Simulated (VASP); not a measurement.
Wanted: the native input for a VASP 6.6.1 run.

```yaml
Task: single point
Functional: PBEsol
Potentials_or_basis: VASP PAW PBE potentials, release 64 (Al, Cu)
Cutoff: 520 eV
k_mesh: 12 × 12 × 16
Occupations: gaussian, width 0.15 eV
Spin: no spin polarisation
Dipole_correction: no
Further_INCAR_settings: ALGO = Fast; EDIFF = 1e-06; NBANDS = 16
```

The structure of Al2Cu lies in POSCAR:

```
Al2Cu
1.0
    3.9616470306      0.0000000000      0.0000000000
    0.0000000000      3.9616470306      0.0000000000
    0.0000000000      0.0000000000      2.9317865938
Al Cu
2 1
Direct
    0.5000000000      0.0000000000      0.5000000000
    0.0000000000      0.5000000000      0.5000000000
    0.0000000000      0.0000000000      0.0000000000
```

This cell differs from its parent crystal: strain -0.030 along x and y, +0.030 along z.

These files were run (other wordings do the same):

INCAR

```
SYSTEM = Al2Cu
ALGO = Fast
EDIFF = 1E-6
ENCUT = 520
GGA = PS
ISIF = 2
ISMEAR = 0
LASPH = .True.
LCHARG = .False.
LREAL = .False.
LWAVE = .False.
NBANDS = 16
NELM = 80
PREC = Accurate
SIGMA = 0.15
```

KPOINTS

```
k-points
0
Gamma
  12 12 16
  0 0 0
```

Potentials or basis: VASP PAW PBE potentials, release 64 (Al, Cu).

The run is started by

```console
$ cat potpaw_PBE.64/Al/POTCAR potpaw_PBE.64/Cu/POTCAR > POTCAR
$ mpirun -np 1 vasp_std > vasp.out
```

Results of the run:

- Pressure: 3.7 GPa

Caveat: the cell differs from its parent crystal (strain -0.030 along x and y, +0.030 along z); the PAW data sets were made with another functional, which shifts forces and pressure a little.

Wall time 2.2 min on 1 thread of Intel(R) Xeon(R) Platinum 8375C CPU @ 2.90GHz (Ice Lake), on a shared host, peak memory 0.29 GiB.
